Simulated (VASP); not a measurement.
# K2S (Fm-3m) in VASP: further runs

The runs below take K2S through single point, with PBE.

Everything below comes from runs of VASP 6.6.1. Logs are shortened: lines on timing, memory, paths and dates and some standing lists are left out, and cuts for length are marked.

## 1. The cell of the first run

Symmetry: Fm-3m, No. 225, cubic system. The conventional cell has a = 7.512 Å, b = 7.512 Å, c = 7.512 Å, α = 90.00°, β = 90.00°, γ = 90.00°. K (site symmetry -43m) has 4 S at 3.25 Å and 6 K at 3.76 Å within 4.3 Å. S (site symmetry m-3m) has 8 K at 3.25 Å within 4.3 Å.

## 2. Single point, PBE (35.33 Å³/atom)

INCAR reads:

```
  PREC = Accurate
  ENCUT = 500
  EDIFF = 1E-6
  ISMEAR = 0
  SIGMA = 0.05
  LREAL = F
  LASPH = T
  NELM = 120
  ALGO = Normal
  ISIF = 2
  LWAVE = F
  LCHARG = T
  GGA = PE
  LELF = T
  LVHAR = T
  NBANDS = 19
  GGA_COMPAT = F
```

KPOINTS reads:

```
regular mesh
0
Gamma
  8 8 8
```

POSCAR reads:

```
K2S
1.0
    0.0000000000      3.7561775886      3.7561775886
    3.7561775886      0.0000000000      3.7561775886
    3.7561775886      3.7561775886      0.0000000000
K S
2 1
Direct
    0.2500000000      0.2500000000      0.2500000000
    0.7500000000      0.7500000000      0.7500000000
    0.0000000000      0.0000000000      0.0000000000
```

Potentials or basis: VASP PAW PBE potentials, release 64 (K_sv, S).

On the command line:

```bash
> cat potpaw_PBE.64/K_sv/POTCAR potpaw_PBE.64/S/POTCAR > POTCAR
> mpirun -np 1 vasp_std > vasp.out
```

OUTCAR:

```text
PREC = Accurate
   ENCUT = 500
   EDIFF = 1E-6
   ISMEAR = 0
   LREAL = F
   LASPH = T
   NELM = 120
   ISIF = 2
   GGA = PE

 ion  position               nearest neighbor table
   1  0.250  0.250  0.250-   3 3.25   3 3.25   3 3.25   3 3.25   2 3.76   2 3.76   2 3.76   2 3.76
                             2 3.76   2 3.76
   2  0.750  0.750  0.750-   3 3.25   3 3.25   3 3.25   3 3.25   1 3.76   1 3.76   1 3.76   1 3.76
                             1 3.76   1 3.76
   3  0.000  0.000  0.000-   2 3.25   2 3.25   2 3.25   1 3.25   2 3.25   1 3.25   1 3.25   1 3.25

  LATTYP: Found a face centered cubic cell.
 ALAT       =     7.5123551772

  Lattice vectors:

 A1 = (   0.0000000000,   3.7561775886,   3.7561775886)
 A2 = (   3.7561775886,   0.0000000000,   3.7561775886)
 A3 = (   3.7561775886,   3.7561775886,   0.0000000000)

Analysis of symmetry for initial positions (statically):
=====================================================================
 Subroutine PRICEL returns:
 Original cell was already a primitive cell.

 Routine SETGRP: Setting up the symmetry group for a
 face centered cubic supercell.

 Subroutine GETGRP returns: Found 48 space group operations
 (whereof 48 operations were pure point group operations)
 out of a pool of 48 trial point group operations.

The static configuration has the point symmetry O_h .

Analysis of symmetry for dynamics (positions and initial velocities):
=====================================================================
 Subroutine PRICEL returns:
 Original cell was already a primitive cell.

 Routine SETGRP: Setting up the symmetry group for a
 face centered cubic supercell.

 Subroutine GETGRP returns: Found 48 space group operations
 (whereof 48 operations were pure point group operations)
 out of a pool of 48 trial point group operations.

The dynamic configuration has the point symmetry O_h .

 Subroutine INISYM returns: Found 48 space group operations
 (whereof 48 operations are pure point group operations),
 and found     1 'primitive' translations

----------------------------------------------------------------------------------------

                                     Primitive cell

  volume of cell :     105.9908

  direct lattice vectors                    reciprocal lattice vectors
     0.000000000  3.756177589  3.756177589    -0.133114047  0.133114047  0.133114047
     3.756177589  0.000000000  3.756177589     0.133114047 -0.133114047  0.133114047
     3.756177589  3.756177589  0.000000000     0.133114047  0.133114047 -0.133114047

  length of vectors
     5.312037288  5.312037288  5.312037288     0.230560293  0.230560293  0.230560293

  position of ions in fractional coordinates (direct lattice)
     0.250000000  0.250000000  0.250000000
     0.750000000  0.750000000  0.750000000
     0.000000000  0.000000000  0.000000000

  ion indices of the primitive-cell ions
   primitive index   ion index
                 1           1
                 2           2
                 3           3

----------------------------------------------------------------------------------------

 KPOINTS: regular mesh

Automatic generation of k-mesh.
 Grid dimensions read from file:
 generate k-points for:    8    8    8

 Generating k-lattice:

  Cartesian coordinates                     Fractional coordinates (reciprocal lattice)
    -0.016639256  0.016639256  0.016639256     0.125000000  0.000000000  0.000000000
     0.016639256 -0.016639256  0.016639256     0.000000000  0.125000000  0.000000000
     0.016639256  0.016639256 -0.016639256     0.000000000  0.000000000  0.125000000

  Length of vectors
     0.028820037  0.028820037  0.028820037

  Shift w.r.t. Gamma in fractional coordinates (k-lattice)
     0.000000000  0.000000000  0.000000000

 Subroutine IBZKPT returns following result:
 ===========================================

 Found     29 irreducible k-points:

 Following reciprocal coordinates:
            Coordinates               Weight
  0.000000  0.000000  0.000000      1.000000
  0.125000  0.000000  0.000000      8.000000
  0.250000  0.000000  0.000000      8.000000
  0.375000  0.000000  0.000000      8.000000
  0.500000  0.000000  0.000000      4.000000
  0.125000  0.125000  0.000000      6.000000
[... 16 lines left out ...]
  0.500000  0.250000  0.125000     48.000000
 -0.375000  0.250000  0.125000     24.000000
 [... further k-points ...]
   k-points           NKPTS =     29   k-points in BZ     NKDIM =     29   number of bands    NBANDS=     19
   number of dos      NEDOS =    301   number of ions     NIONS =      3
   total plane-waves  NPLWV =  64000
   dimension x,y,z NGX =    40 NGY =   40 NGZ =   40
   dimension x,y,z NGXF=    80 NGYF=   80 NGZF=   80
   ions per type =               2   1
   NGX,Y,Z   is equivalent  to a cutoff of  12.52, 12.52, 12.52 a.u.
   NGXF,Y,Z  is equivalent  to a cutoff of  25.04, 25.04, 25.04 a.u.
 SYSTEM =  unknown system
   PREC   = accura    normal or accurate (medium, high low for compatibility)
   ISTART =      0    job   : 0-new  1-cont  2-samecut
   ICHARG =      2    charge: 1-file 2-atom 10-const
   ISPIN  =      1    spin polarized calculation?
   LNONCOLLINEAR =      F non collinear calculations
   LSORBIT =      F    spin-orbit coupling
   LASPH  =      T    aspherical Exc in radial PAW
   ENCUT  =  500.0 eV  36.75 Ry    6.06 a.u.   9.69  9.69  9.69*2*pi/ulx,y,z
   NELM   =    120;   NELMIN=  2; NELMDL= -5     # of ELM steps
   EDIFF  = 0.1E-05   stopping-criterion for ELM
   LREAL  =      F    real-space projection
   EDIFFG = 0.1E-04   stopping-criterion for IOM
   NSW    =      0    number of steps for IOM
   IBRION =     -1    ionic relax: 0-MD 1-quasi-New 2-CG
   NFREE  =      0    steps in history (QN), initial steepest desc. (CG)
   ISIF   =      2    stress and relaxation
   ISYM   =      2    0-nonsym 1-usesym 2-fastsym
   POTIM  = 0.5000    time-step for ionic-motion
   TEBEG  =    0.0;   TEEND  =   0.0 temperature during run
   PSTRESS=    0.0 pullay stress
   NELECT =      24.0000    total number of electrons
   NUPDOWN=      -1.0000    fix difference up-down
   EMIN   =  10.00;   EMAX   =-10.00  energy-range for DOS
   EFERMI =   0.00;   METHOD = LEGACY
   ISMEAR =     0;   SIGMA  =   0.05  broadening in eV -4-tet -1-fermi 0-gaus
   EFERMI_NEDOS =   21; number of points for ismear=-14 and -15
   IALGO  =     38    algorithm
   IMIX   =      4    mixing-type and parameters
     AMIX     =   0.40;   BMIX     =  1.00
     AMIX_MAG =   1.60;   BMIX_MAG =  1.00
  volume/ion in A,a.u.               =      35.33       238.42
  Fermi-wavevector in a.u.,A,eV,Ry     =   0.997828  1.885622 13.546793  0.995661
  Thomas-Fermi vector in A             =   2.130011
   LORBIT       =      0    0 simple, 1 ext, 2 COOP (PROOUT), +10 PAW based schemes
   GGA     = PE    functional components
   LHFCALC =     F    Hartree Fock is set to
   AEXX    =    0.0000 exact exchange contribution
   IVDW    =     0    specifies the selected vdW correction
   LEPSILON=     F    determine dielectric tensor
   LRPA    =     F    only Hartree local field effects (RPA)
 non-spin polarized calculation
 Gauss-broadening in eV      SIGMA  =   0.05
  energy-cutoff  :      500.00
  volume of cell :      105.99
 maximum number of plane-waves:      2733
   NGX = 19   NGY = 19   NGZ = 19

 number of electron      24.0000003 magnetization

 Free energy of the ion-electron system (eV)
  ---------------------------------------------------
  ext. energy  EPLUGINS =         0.00000000
  ---------------------------------------------------
  free energy    TOTEN  =        -9.41923641 eV

  energy without entropy =       -9.41923641  energy(sigma->0) =       -9.41923641

 E-fermi :  -0.1632     XC(G=0):  -7.1805

 val. band max:       -0.4871082073   @ k =   0.5000   0.5000   0.0000
 cond. band min:       1.7841210794   @ k =   0.0000   0.0000   0.0000
 fundamental gap:      2.2712292867
 Fermi energy:        -0.1632386306

 k-point     1 :       0.0000    0.0000    0.0000
  band No.  band energies     occupation
      1     -29.7914      2.00000
      2     -29.7222      2.00000
      3     -13.3718      2.00000
      4     -13.3718      2.00000
      5     -13.3718      2.00000
      6     -13.1614      2.00000
[... 11 lines left out ...]
     18       6.8365      0.00000
     19       7.7067      0.00000

 k-point     2 :       0.1250    0.0000    0.0000
  band No.  band energies     occupation
      1     -29.7886      2.00000
      2     -29.7248      2.00000
      3     -13.3682      2.00000
      4     -13.3647      2.00000
      5     -13.3647      2.00000
      6     -13.1820      2.00000
[... 11 lines left out ...]
     18       6.9372      0.00000
     19       7.4241      0.00000

 k-point     3 :       0.2500    0.0000    0.0000
  band No.  band energies     occupation
      1     -29.7808      2.00000
      2     -29.7320      2.00000
      3     -13.3602      2.00000
      4     -13.3443      2.00000
      5     -13.3443      2.00000
      6     -13.2296      2.00000
[... 11 lines left out ...]
     18       7.0832      0.00000
     19       7.0832      0.00000

 k-point     4 :       0.3750    0.0000    0.0000
  band No.  band energies     occupation
      1     -29.7694      2.00000
      2     -29.7429      2.00000
      3     -13.3542      2.00000
      4     -13.3126      2.00000
      5     -13.3126      2.00000
      6     -13.2733      2.00000
[... 407 lines left out ...]
     18       6.9768      0.00000
     19       7.3032      0.00000

 k-point    23 :       0.5000    0.2500    0.1250
  band No.  band energies     occupation
      1     -29.7666      2.00000
      2     -29.7453      2.00000
      3     -13.4435      2.00000
      4     -13.3854      2.00000
      5     -13.3240      2.00000
      6     -13.2373      2.00000
[... 11 lines left out ...]
     18       6.8662      0.00000
     19       7.2819      0.00000

 k-point    24 :      -0.3750    0.2500    0.1250
  band No.  band energies     occupation
      1     -29.7559      2.00000
      2     -29.7559      2.00000
      3     -13.4570      2.00000
      4     -13.3968      2.00000
      5     -13.2843      2.00000
      6     -13.2804      2.00000
[... 11 lines left out ...]
     18       6.7059      0.00000
     19       7.4272      0.00000

 [... further k-points ...]

------------------------ aborting loop because EDIFF is reached ----------------------------------------

  FORCE on cell =-STRESS in cart. coord.  units (eV):
  Direction    XX          YY          ZZ          XY          YZ          ZX
  --------------------------------------------------------------------------------------
  -------------------------------------------------------------------------------------
  Total       -0.2131838     -0.2131838     -0.2131838      0.0000000      0.0000000      0.0000000
  in kB       -3.2225253     -3.2225253     -3.2225253      0.0000000      0.0000000      0.0000000
  external PRESSURE =      -3.2225253 kB  Pullay stress =       0.0000000 kB

 VOLUME and BASIS-vectors are now :
 -----------------------------------------------------------------------------
  energy-cutoff  :      500.00
  volume of cell :      105.99
      direct lattice vectors                 reciprocal lattice vectors
     0.000000000  3.756177589  3.756177589    -0.133114047  0.133114047  0.133114047
     3.756177589  0.000000000  3.756177589     0.133114047 -0.133114047  0.133114047
     3.756177589  3.756177589  0.000000000     0.133114047  0.133114047 -0.133114047

 POSITION                                       TOTAL-FORCE (eV/Angst)
 -----------------------------------------------------------------------------------
      1.87809      1.87809      1.87809         0.000000      0.000000      0.000000
      5.63427      5.63427      5.63427        -0.000000     -0.000000     -0.000000
      0.00000      0.00000      0.00000         0.000000      0.000000      0.000000
 -----------------------------------------------------------------------------------
    total drift:                               -0.000000     -0.000000      0.000000

  FREE ENERGIE OF THE ION-ELECTRON SYSTEM (eV)
  ---------------------------------------------------
  free  energy   TOTEN  =        -9.4192364085 eV

  energy  without entropy=       -9.4192364085  energy(sigma->0) =       -9.41923641
```

Run time: 77 s. Hardware: 1 thread of Intel Xeon Platinum 8488C (Sapphire Rapids), shared host; peak memory 0.25 GiB.

What came out:

| Item | Value |
| --- | --- |
| Free energy | -9.4192 eV |
| Pressure | -0.3 GPa |
| Band gap on the k mesh | 2.27 eV (least direct gap 2.43 eV) |

A k mesh can miss the band edges.

## 3. Single point, PBE (36.02 Å³/atom)

This run uses another cell than the first one, of 36.02 Å³/atom.

INCAR reads:

```
SYSTEM = K2S
ALGO = Normal
EDIFF = 1E-6
ENCUT = 500
GGA = PE
GGA_COMPAT = .False.
ISIF = 2
ISMEAR = 0
LASPH = .True.
LCHARG = .False.
LREAL = .False.
LWAVE = .False.
NBANDS = 19
NELM = 120
PREC = Accurate
SIGMA = 0.05
```

KPOINTS reads:

```
k-points
0
Gamma
  8 8 8
  0 0 0
```

POSCAR reads:

```
K2S
1.0
    0.0000000000      3.7805690356      3.7805690356
    3.7805690356      0.0000000000      3.7805690356
    3.7805690356      3.7805690356      0.0000000000
K S
2 1
Direct
    0.2500000000      0.2500000000      0.2500000000
    0.7500000000      0.7500000000      0.7500000000
    0.0000000000      0.0000000000      0.0000000000
```

Potentials or basis: VASP PAW PBE potentials, release 64 (K_sv, S).

On the command line:

```bash
> cat potpaw_PBE.64/K_sv/POTCAR potpaw_PBE.64/S/POTCAR > POTCAR
> mpirun -np 1 vasp_std > vasp.out
```

Wall time 84 s (1 thread of Intel Xeon Platinum 8488C (Sapphire Rapids), shared host); peak memory 0.25 GiB.

The run converged. Its results:

- Free energy: -9.4133 eV
- Pressure: -0.6 GPa
- Band gap on the k mesh: 2.22 eV (least direct gap 2.37 eV)

Levels at points of the mesh, in eV from the valence-band top:
```tsv
k point	band 8	band 9	band 10	band 11	band 12	band 13	band 14	band 15	band 16	band 17
(0.00, 0.00, 0.00)	-12.72	-9.57	-0.14	-0.14	-0.14	2.22	5.44	5.44	7.26	7.26
(0.50, 0.00, 0.00)	-12.82	-9.41	-0.58	-0.04	-0.04	4.59	4.73	5.72	5.72	7.48
(0.50, 0.50, 0.00)	-12.66	-9.38	-0.68	0.00	0.00	3.49	5.16	6.27	6.53	7.38
```

A k mesh can miss the band edges. As with any semilocal functional, this PBE gap is likely too small.

(Continued in part 2 of 2.)
